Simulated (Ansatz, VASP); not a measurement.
**Ag in VASP and in Ansatz**

```
Ag
1.0
     2.93000    0.01465    0.01465
    -1.45231    2.53013    0.00536
     0.02395    0.02395    4.79000
Ag
2
Direct
  0.33333 0.66667 0.25000
  0.66667 0.33333 0.75000
```

Change from the starting cell: equal xy, yz and zx shear strains of +1 %.

Alike in both runs: task single point; functional LDA; k mesh 14 × 14 × 8; occupations fermi-dirac, width 0.05 eV; no spin polarisation.

|  | VASP | Ansatz |
| --- | --- | --- |
| version | VASP 6.6.1 | Ansatz 0.2.0 |
| potentials or method | VASP PAW LDA potentials, release 64 (Ag), cutoff 520 eV | all-electron LAPW, scalar-relativistic |

```csv
,VASP,Ansatz,Ansatz less VASP
pressure (GPa),-10.4,-10.6,-0.16
"traceless stress, the component that is largest in VASP (GPa)",-0.28,-0.28,+0.004
rms of the force components (eV/Å),0.004,0.004,-0.0003
```

LDA's correlation is that of Perdew and Zunger in VASP and of Perdew and Wang (1992) in Ansatz. Atom by atom the forces differ by 0.000 eV/Å (rms over components). Ansatz ran all-electron here, and VASP with PAW potentials.
